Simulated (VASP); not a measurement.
BeSe2, 6 atoms in the cell. The structure is monoclinic, space group C2/c (No. 15). The conventional cell has a = 7.681 Å, b = 3.965 Å, c = 7.602 Å, α = 90.00°, β = 117.87°, γ = 90.00°. Within 3.5 Å of Be (site symmetry 2) lie 8 Se at 2.63 to 2.72 Å. Se (site symmetry 1) has 1 Se at 1.81 Å within 2.4 Å. 

| Property | Result |
| --- | --- |
| Program | VASP 6.6.1 |
| Task | relaxation of cell and atoms |
| Functional | LDA |
| Potentials or basis | VASP PAW LDA potentials, release 64 (Be, Se) |
| Cutoff | 600 eV |
| k mesh | 6 × 6 × 4 |
| Occupations | gaussian, width 0.1 eV |
| Spin | no spin polarisation |
| Dipole correction | no |
| Further INCAR settings | ALGO = Normal; EDIFF = 1e-07; IBRION = 2; EDIFFG = -0.05; NSW = 80; ISIF = 3 |

Potentials or basis: VASP PAW LDA potentials, release 64 (Be, Se).

The run is started by

```console
$ cat potpaw_LDA.64/Be/POTCAR potpaw_LDA.64/Se/POTCAR > POTCAR
$ mpirun -np 1 vasp_std > vasp.out
```

Hardware: 1 thread of Intel Xeon 8259CL, with other jobs on the host.

How long does it take, and how much memory?

It took 70 min on 1 thread of Intel Xeon 8259CL, with other jobs on the host, peak memory 0.3 GiB. Counts: scf iterations 276, k points 47, ion steps 33.
